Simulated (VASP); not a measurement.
# SrO (P6_3/mmc) in VASP: notebook, part 2 of 2

VASP 6.6.1.

### 3 Single point, PBE (volume changed by -3%)

INCAR

```
PREC = Accurate
ENCUT = 520
EDIFF = 1E-7
ISMEAR = 0
SIGMA = 0.01
LREAL = F
LASPH = T
NELM = 100
ALGO = Normal
ISIF = 2
LWAVE = F
LCHARG = F
GGA = PE
NBANDS = 24
```

KPOINTS

```
regular mesh
0
Gamma
  6 6 4
```

POSCAR

```
SrO
1.0
    3.5406630357      0.0000000000      0.0000000000
   -1.7703315178      3.0663041351      0.0000000000
    0.0000000000      0.0000000000      6.1799004593
Sr O
2 2
Direct
    0.3333333333      0.6666666667      0.2500000000
    0.6666666667      0.3333333333      0.7500000000
    0.0000000000      0.0000000000      0.0000000000
    0.0000000000      0.0000000000      0.5000000000
```

Potentials or basis: VASP PAW PBE potentials, release 64 (Sr_sv, O).

Launch:

```bash
$ cat potpaw_PBE.64/Sr_sv/POTCAR potpaw_PBE.64/O/POTCAR > POTCAR
$ mpirun -np 1 vasp_std > vasp.out
```

OUTCAR:

```text
PREC = Accurate
   ENCUT = 520
   EDIFF = 1E-7
   ISMEAR = 0
   LREAL = F
   LASPH = T
   NELM = 100
   ISIF = 2
   GGA = PE

 ion  position               nearest neighbor table
   1  0.333  0.667  0.250-   3 2.56   4 2.56   3 2.56   4 2.56   3 2.56   4 2.56   2 3.70   2 3.70
                             2 3.70   2 3.70   2 3.70   2 3.70   2 5.12   2 5.12   2 5.12   2 5.12
   2  0.667  0.333  0.750-   3 2.56   4 2.56   3 2.56   4 2.56   3 2.56   4 2.56   1 3.70   1 3.70
                             1 3.70   1 3.70   1 3.70   1 3.70   1 5.12   1 5.12   1 5.12   1 5.12
   3  0.000  0.000  0.000-   1 2.56   2 2.56   1 2.56   2 2.56   2 2.56   1 2.56
   4  0.000  0.000  0.500-   1 2.56   2 2.56   1 2.56   2 2.56   2 2.56   1 2.56

  LATTYP: Found a hexagonal cell.
 ALAT       =     3.5406630357
 C/A-ratio  =     1.7454076813

  Lattice vectors:

 A1 = (   3.5406630357,   0.0000000000,   0.0000000000)
 A2 = (  -1.7703315178,   3.0663041351,   0.0000000000)
 A3 = (   0.0000000000,   0.0000000000,   6.1799004593)

Analysis of symmetry for initial positions (statically):
=====================================================================
 Subroutine PRICEL returns:
 Original cell was already a primitive cell.

 Routine SETGRP: Setting up the symmetry group for a
 hexagonal supercell.

 Subroutine GETGRP returns: Found 24 space group operations
 (whereof 12 operations were pure point group operations)
 out of a pool of 24 trial point group operations.

The static configuration has the point symmetry D_3d.
 The point group associated with its full space group is D_6h.

Analysis of symmetry for dynamics (positions and initial velocities):
=====================================================================
 Subroutine PRICEL returns:
 Original cell was already a primitive cell.

 Routine SETGRP: Setting up the symmetry group for a
 hexagonal supercell.

 Subroutine GETGRP returns: Found 24 space group operations
 (whereof 12 operations were pure point group operations)
 out of a pool of 24 trial point group operations.

The dynamic configuration has the point symmetry D_3d.
 The point group associated with its full space group is D_6h.

 Subroutine INISYM returns: Found 24 space group operations
 (whereof 12 operations are pure point group operations),
 and found     1 'primitive' translations

----------------------------------------------------------------------------------------

                                     Primitive cell

  volume of cell :      67.0936

  direct lattice vectors                    reciprocal lattice vectors
     3.540663036  0.000000000  0.000000000     0.282432977  0.163062755  0.000000000
    -1.770331518  3.066304135  0.000000000     0.000000000  0.326125510  0.000000000
     0.000000000  0.000000000  6.179900459     0.000000000  0.000000000  0.161814904

  length of vectors
     3.540663036  3.540663036  6.179900459     0.326125510  0.326125510  0.161814904

  position of ions in fractional coordinates (direct lattice)
     0.333333333  0.666666667  0.250000000
     0.666666667  0.333333333  0.750000000
     0.000000000  0.000000000  0.000000000
     0.000000000  0.000000000  0.500000000

[... 29 lines left out ...]
 ===========================================

 Found     21 irreducible k-points:

 Following reciprocal coordinates:
            Coordinates               Weight
  0.000000  0.000000  0.000000      1.000000
  0.166667  0.000000  0.000000      6.000000
  0.333333  0.000000  0.000000      6.000000
  0.500000  0.000000  0.000000      3.000000
  0.166667  0.166667  0.000000      6.000000
  0.333333  0.166667  0.000000     12.000000
[... 13 lines left out ...]
  0.333333  0.166667  0.500000     12.000000
  0.333333  0.333333  0.500000      2.000000
   k-points           NKPTS =     21   k-points in BZ     NKDIM =     21   number of bands    NBANDS=     24
   number of dos      NEDOS =    301   number of ions     NIONS =      4
   total plane-waves  NPLWV =  37632
   dimension x,y,z NGX =    28 NGY =   28 NGZ =   48
   dimension x,y,z NGXF=    56 NGYF=   56 NGZF=   96
   ions per type =               2   2
   NGX,Y,Z   is equivalent  to a cutoff of  13.15, 13.15, 12.91 a.u.
   NGXF,Y,Z  is equivalent  to a cutoff of  26.29, 26.29, 25.83 a.u.
 SYSTEM =  unknown system
   PREC   = accura    normal or accurate (medium, high low for compatibility)
   ISTART =      0    job   : 0-new  1-cont  2-samecut
   ICHARG =      2    charge: 1-file 2-atom 10-const
   ISPIN  =      1    spin polarized calculation?
   LNONCOLLINEAR =      F non collinear calculations
   LSORBIT =      F    spin-orbit coupling
   LASPH  =      T    aspherical Exc in radial PAW
   ENCUT  =  520.0 eV  38.22 Ry    6.18 a.u.   6.58  6.58 11.49*2*pi/ulx,y,z
   NELM   =    100;   NELMIN=  2; NELMDL= -5     # of ELM steps
   EDIFF  = 0.1E-06   stopping-criterion for ELM
   LREAL  =      F    real-space projection
   EDIFFG = 0.1E-05   stopping-criterion for IOM
   NSW    =      0    number of steps for IOM
   IBRION =     -1    ionic relax: 0-MD 1-quasi-New 2-CG
   NFREE  =      0    steps in history (QN), initial steepest desc. (CG)
   ISIF   =      2    stress and relaxation
   ISYM   =      2    0-nonsym 1-usesym 2-fastsym
   POTIM  = 0.5000    time-step for ionic-motion
   TEBEG  =    0.0;   TEEND  =   0.0 temperature during run
   PSTRESS=    0.0 pullay stress
   NELECT =      32.0000    total number of electrons
   NUPDOWN=      -1.0000    fix difference up-down
   EMIN   =  10.00;   EMAX   =-10.00  energy-range for DOS
   EFERMI =   0.00;   METHOD = LEGACY
   ISMEAR =     0;   SIGMA  =   0.01  broadening in eV -4-tet -1-fermi 0-gaus
   EFERMI_NEDOS =   21; number of points for ismear=-14 and -15
   IALGO  =     38    algorithm
   IMIX   =      4    mixing-type and parameters
     AMIX     =   0.40;   BMIX     =  1.00
     AMIX_MAG =   1.60;   BMIX_MAG =  1.00
  volume/ion in A,a.u.               =      16.77       113.19
  Fermi-wavevector in a.u.,A,eV,Ry     =   1.279080  2.417111 22.259754  1.636046
  Thomas-Fermi vector in A             =   2.411586
   LORBIT       =      0    0 simple, 1 ext, 2 COOP (PROOUT), +10 PAW based schemes
   GGA     = PE    functional components
   LHFCALC =     F    Hartree Fock is set to
   AEXX    =    0.0000 exact exchange contribution
   IVDW    =     0    specifies the selected vdW correction
   LEPSILON=     F    determine dielectric tensor
   LRPA    =     F    only Hartree local field effects (RPA)
 non-spin polarized calculation
 Gauss-broadening in eV      SIGMA  =   0.01
  energy-cutoff  :      520.00
  volume of cell :       67.09
 maximum number of plane-waves:      1841
 NGX is ok and might be reduce to    28
   NGX = 13   NGY = 13   NGZ = 23

 number of electron      32.0000016 magnetization

 Free energy of the ion-electron system (eV)
  ---------------------------------------------------
  ext. energy  EPLUGINS =         0.00000000
  ---------------------------------------------------
  free energy    TOTEN  =       -23.72249400 eV

  energy without entropy =      -23.72249400  energy(sigma->0) =      -23.72249400

 E-fermi :   2.3442     XC(G=0): -10.0828

 val. band max:        2.2878682228   @ k =   0.0000   0.0000   0.0000
 cond. band min:       5.3414965559   @ k =   0.5000   0.0000   0.0000
 fundamental gap:      3.0536283331
 Fermi energy:         2.3441671859

 k-point     1 :       0.0000    0.0000    0.0000
  band No.  band energies     occupation
      1     -30.6703      2.00000
      2     -30.5550      2.00000
      3     -14.8682      2.00000
      4     -13.3022      2.00000
      5     -12.3313      2.00000
      6     -12.3313      2.00000
[... 556 lines left out ...]
     23      11.6934      0.00000
     24      11.6934      0.00000

------------------------ aborting loop because EDIFF is reached ----------------------------------------

  FORCE on cell =-STRESS in cart. coord.  units (eV):
  Direction    XX          YY          ZZ          XY          YZ          ZX
  --------------------------------------------------------------------------------------
  -------------------------------------------------------------------------------------
  Total        1.3076459      1.3076459      1.4794630      0.0000000      0.0000000      0.0000000
  in kB       31.2262201     31.2262201     35.3291662      0.0000000      0.0000000      0.0000000
  external PRESSURE =      32.5938688 kB  Pullay stress =       0.0000000 kB

 VOLUME and BASIS-vectors are now :
 -----------------------------------------------------------------------------
  energy-cutoff  :      520.00
  volume of cell :       67.09
      direct lattice vectors                 reciprocal lattice vectors
     3.540663036  0.000000000  0.000000000     0.282432977  0.163062755  0.000000000
    -1.770331518  3.066304135  0.000000000     0.000000000  0.326125510  0.000000000
     0.000000000  0.000000000  6.179900459     0.000000000  0.000000000  0.161814904

 POSITION                                       TOTAL-FORCE (eV/Angst)
 -----------------------------------------------------------------------------------
     -0.00000      2.04420      1.54498         0.000000      0.000000      0.000000
      1.77033      1.02210      4.63493        -0.000000     -0.000000      0.000000
      0.00000      0.00000      0.00000         0.000000      0.000000      0.000000
      0.00000      0.00000      3.08995        -0.000000      0.000000      0.000000
 -----------------------------------------------------------------------------------
    total drift:                               -0.000000      0.000000     -0.000000

  FREE ENERGIE OF THE ION-ELECTRON SYSTEM (eV)
  ---------------------------------------------------
  free  energy   TOTEN  =       -23.7224939964 eV

  energy  without entropy=      -23.7224939964  energy(sigma->0) =      -23.72249400
```

stdout:

```text
POSCAR found type information on POSCAR SrO
 POSCAR found :  2 types and       4 ions
 scaLAPACK will be used
 LDA part: xc-table for (Slater+PW92), standard interpolation
 POSCAR, INCAR and KPOINTS ok, starting setup
 FFT: planning ... GRIDC
 FFT: planning ... GRID_SOFT
 FFT: planning ... GRID
 WAVECAR not read
 entering main loop
```

Wall time 21 s (1 thread of Intel Xeon 6975P-C (Granite Rapids), shared host); peak memory 0.19 GiB.

What came out:

```yaml
Free_energy: -23.7225 eV
Pressure: 3.3 GPa
Band_gap_on_the_k_mesh: 3.05 eV, indirect (least direct gap 3.15 eV)
```

Stress tensor (GPa, compression positive):
```
3.12 0.00 0.00
0.00 3.12 0.00
0.00 0.00 3.53
```

Levels at points of the mesh, in eV from the valence-band top:
| k point | band 14 | band 15 | band 16 | band 17 | band 18 | band 19 |
| --- | --- | --- | --- | --- | --- | --- |
| (0.00, 0.00, 0.00) | -0.81 | -0.81 | 0.00 | 3.15 | 5.05 | 5.14 |
| (0.50, 0.00, 0.00) | -1.37 | -0.55 | -0.25 | 3.05 | 5.74 | 6.00 |
| (0.00, 0.00, 0.50) | -0.97 | -0.97 | -0.97 | 4.74 | 4.74 | 5.99 |
| (0.50, 0.00, 0.50) | -1.29 | -1.02 | -1.02 | 4.33 | 4.33 | 6.73 |

Caveat: the cell differs from its parent crystal (volume changed by -3%). A k mesh can miss the band edges.

### 4 Single point, PBE

This run uses another cell than the first one, of 17.29 Å³/atom, 1.064 times its volume.

INCAR

```
SYSTEM = SrO
PREC = Accurate
ENCUT = 520
EDIFF = 1E-6
ISMEAR = 0
SIGMA = 0.01
LREAL = .False.
LASPH = .True.
NELM = 100
ALGO = Normal
ISIF = 2
LWAVE = .False.
LCHARG = .False.
GGA = PE
NBANDS = 24
```

KPOINTS

```
Automatic mesh
0
Gamma
  6 6 4
  0 0 0
```

POSCAR

```
SrO
1.0
    3.5767947459      0.0000000000      0.0000000000
   -1.7883973729      3.0975951140      0.0000000000
    0.0000000000      0.0000000000      6.2429650237
Sr O
2 2
Direct
    0.3333333333      0.6666666667      0.2500000000
    0.6666666667      0.3333333333      0.7500000000
    0.0000000000      0.0000000000      0.0000000000
    0.0000000000      0.0000000000      0.5000000000
```

Launch:

```bash
$ cat potpaw_PBE.64/Sr_sv/POTCAR potpaw_PBE.64/O/POTCAR > POTCAR
$ mpirun -np 1 vasp_std > vasp.out
```

Run time: 18 s. Hardware: 1 thread of Intel Xeon 6975P-C (Granite Rapids), shared host; peak memory 0.19 GiB.

Results (log left out):

- Free energy: -23.7479 eV
- Pressure: 0.5 GPa
- Band gap on the k mesh: 2.97 eV, direct

Levels at points of the mesh, in eV from the valence-band top:
| k point | band 12 | band 13 | band 14 | band 15 | band 16 | band 17 | band 18 | band 19 | band 20 | band 21 |
| --- | --- | --- | --- | --- | --- | --- | --- | --- | --- | --- |
| (0.00, 0.00, 0.00) | -1.02 | -1.02 | -0.77 | -0.77 | 0.00 | 2.97 | 4.97 | 5.11 | 6.12 | 6.12 |
| (0.50, 0.00, 0.00) | -1.46 | -1.41 | -1.36 | -0.55 | -0.25 | 3.05 | 5.62 | 5.90 | 8.07 | 8.57 |
| (0.00, 0.00, 0.50) | -1.61 | -0.92 | -0.92 | -0.92 | -0.92 | 4.59 | 4.59 | 5.88 | 5.88 | 7.08 |
| (0.50, 0.00, 0.50) | -1.74 | -1.24 | -1.24 | -0.98 | -0.98 | 4.27 | 4.27 | 6.58 | 6.58 | 9.03 |

A k mesh can miss the band edges.

### 5 Single point, PBE (volume changed by +3%)

INCAR

```
SYSTEM = SrO
ALGO = Normal
EDIFF = 1E-7
ENCUT = 520
GGA = PE
ISIF = 2
ISMEAR = 0
LASPH = .TRUE.
LCHARG = .TRUE.
LELF = .TRUE.
LREAL = .FALSE.
LVHAR = .TRUE.
LWAVE = .FALSE.
NBANDS = 24
NELM = 100
PREC = Accurate
SIGMA = 0.01
```

KPOINTS

```
k-points
0
G
  6 6 4
  0 0 0
```

POSCAR

```
SrO
1.0
    3.6122108585      0.0000000000      0.0000000000
   -1.8061054293      3.1282663673      0.0000000000
    0.0000000000      0.0000000000      6.3047805788
Sr O
2 2
Direct
    0.3333333333      0.6666666667      0.2500000000
    0.6666666667      0.3333333333      0.7500000000
    0.0000000000      0.0000000000      0.0000000000
    0.0000000000      0.0000000000      0.5000000000
```

Launch:

```bash
$ cat potpaw_PBE.64/Sr_sv/POTCAR potpaw_PBE.64/O/POTCAR > POTCAR
$ mpirun -np 1 vasp_std > vasp.out
```

Wall time 20 s (1 thread of Intel Xeon 6975P-C (Granite Rapids), shared host); peak memory 0.19 GiB.

It converged, with:

- Free energy: -23.7406 eV
- Pressure: -1.8 GPa
- Band gap on the k mesh: 2.81 eV, direct

Stress tensor (GPa, compression positive):
```
-1.67  0.00  0.00
 0.00 -1.67  0.00
 0.00  0.00 -2.06
```

Levels at points of the mesh, in eV from the valence-band top:
| k point | band 13 | band 14 | band 15 | band 16 | band 17 | band 18 | band 19 | band 20 |
| --- | --- | --- | --- | --- | --- | --- | --- | --- |
| (0.00, 0.00, 0.00) | -0.97 | -0.72 | -0.72 | 0.00 | 2.81 | 4.89 | 5.08 | 6.05 |
| (0.50, 0.00, 0.00) | -1.35 | -1.34 | -0.54 | -0.24 | 3.04 | 5.50 | 5.80 | 7.92 |
| (0.00, 0.00, 0.50) | -0.87 | -0.87 | -0.87 | -0.87 | 4.44 | 4.44 | 5.77 | 5.77 |
| (0.50, 0.00, 0.50) | -1.19 | -1.19 | -0.94 | -0.94 | 4.21 | 4.21 | 6.44 | 6.44 |

Caveat: the cell differs from its parent crystal (volume changed by +3%). A k mesh can miss the band edges.

### 6 Single point, PBE (volume changed by +6%)

INCAR

```
SYSTEM = SrO
  PREC = Accurate
  ENCUT = 520
  EDIFF = 1E-6
  ISMEAR = 0
  SIGMA = 0.01
  LREAL = .FALSE.
  LASPH = .TRUE.
  NELM = 60
  ALGO = Normal
  ISIF = 2
  LWAVE = .FALSE.
  LCHARG = .TRUE.
  GGA = PE
  LELF = .TRUE.
  LVHAR = .TRUE.
  NBANDS = 24
```

KPOINTS

```
Automatic mesh
0
G
  6 6 4
  0 0 0
```

POSCAR

```
SrO
1.0
    3.6469457861      0.0000000000      0.0000000000
   -1.8234728930      3.1583476969      0.0000000000
    0.0000000000      0.0000000000      6.3654071881
Sr O
2 2
Direct
    0.3333333333      0.6666666667      0.2500000000
    0.6666666667      0.3333333333      0.7500000000
    0.0000000000      0.0000000000      0.0000000000
    0.0000000000      0.0000000000      0.5000000000
```

Potentials or basis: VASP PAW PBE potentials, release 64 (Sr_sv, O).

Launch:

```bash
$ cat potpaw_PBE.64/Sr_sv/POTCAR potpaw_PBE.64/O/POTCAR > POTCAR
$ mpirun -np 1 vasp_std > vasp.out
```

Run time: 18 s. Hardware: 1 thread of Intel Xeon 6975P-C (Granite Rapids), shared host; peak memory 0.19 GiB.

Results (log left out):

* Free energy: -23.7055 eV
* Pressure: -3.8 GPa
* Band gap on the k mesh: 2.65 eV, direct

Stress tensor (GPa, compression positive):
```
-3.55  0.00  0.00
 0.00 -3.55  0.00
 0.00  0.00 -4.25
```

Levels at points of the mesh, in eV from the valence-band top:
```
           k point  band 12  band 13  band 14  band 15  band 16  band 17  band 18  band 19  band 20  band 21
(0.00, 0.00, 0.00)    -0.93    -0.93    -0.68    -0.68     0.00     2.65     4.81     5.04     5.99     5.99
(0.50, 0.00, 0.00)    -1.39    -1.34    -1.28    -0.53    -0.23     3.03     5.38     5.70     7.78     8.06
(0.00, 0.00, 0.50)    -1.53    -0.83    -0.83    -0.83    -0.83     4.29     4.29     5.67     5.67     6.86
(0.50, 0.00, 0.50)    -1.68    -1.15    -1.15    -0.91    -0.91     4.15     4.15     6.31     6.31     8.69
```

Caveat: the cell differs from its parent crystal (volume changed by +6%).

### 7 Summary

| cell | gap on the mesh (eV) | pressure (GPa) |
| --- | --- | --- |
| a = 3.504, b = 3.504, c = 6.116 Å, angles 90.0, 90.0, 120.0°, 4 atoms | 3.06 | 6.5 |
| a = 3.541, b = 3.541, c = 6.180 Å, angles 90.0, 90.0, 120.0°, 4 atoms | 3.05 | 3.3 |
| a = 3.577, b = 3.577, c = 6.243 Å, angles 90.0, 90.0, 120.0°, 4 atoms | 2.97 | 0.5 |
| a = 3.612, b = 3.612, c = 6.305 Å, angles 90.0, 90.0, 120.0°, 4 atoms | 2.81 | -1.8 |
| a = 3.647, b = 3.647, c = 6.365 Å, angles 90.0, 90.0, 120.0°, 4 atoms | 2.65 | -3.8 |

Alike in all rows: task single point; level PBE; potentials or basis VASP PAW PBE potentials, release 64 (Sr_sv, O); no spin polarisation; k mesh 6 × 6 × 4; cutoff (eV) 520; smearing gaussian 0.01 eV.

Total energies depend on the potentials used, so only differences within one code and one set of settings carry meaning.
